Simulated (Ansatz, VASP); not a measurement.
# Two plane-wave programs on Mg

```
Mg
1.0
     3.08090    0.00000    0.00000
    -1.54045    2.66814    0.00000
     0.00000    0.00000    4.79350
Mg
2
Cartesian
  0.0000 1.7788 1.1984
  1.5405 0.8894 3.5951
```

Change from the starting cell: strain -0.040 along x and y, -0.080 along z, atoms carried along.

Alike in both runs: task single point; functional PBEsol; k mesh 18 × 18 × 10; occupations gaussian, width 0.15 eV; no spin polarisation.

|  | VASP | Ansatz |
| --- | --- | --- |
| version | VASP 6.6.1 | Ansatz 0.2.0 |
| potentials or method | VASP PAW PBE potentials, release 64 (Mg), cutoff 520 eV | scalar-relativistic, plane waves, PAW |
| valence electrons in the cell | 4 | 20 |

```tsv
	VASP	Ansatz	Ansatz less VASP
gap on the k mesh at the Fermi level (eV)	none	none	-
pressure (GPa)	6.6	6.6	-0.03
traceless stress, the component that is largest in VASP (GPa)	2.01	1.99	-0.021
```

VASP's potentials were made for PBE, not for PBEsol. A gap of «none» marks a metal or a gap that the smearing closes. With one functional, cell and mesh, what is left measures potentials, basis and numerics. VASP's potentials hold 4 valence electrons a cell and Ansatz's 20, so a difference there can come from the potentials and not from the codes.
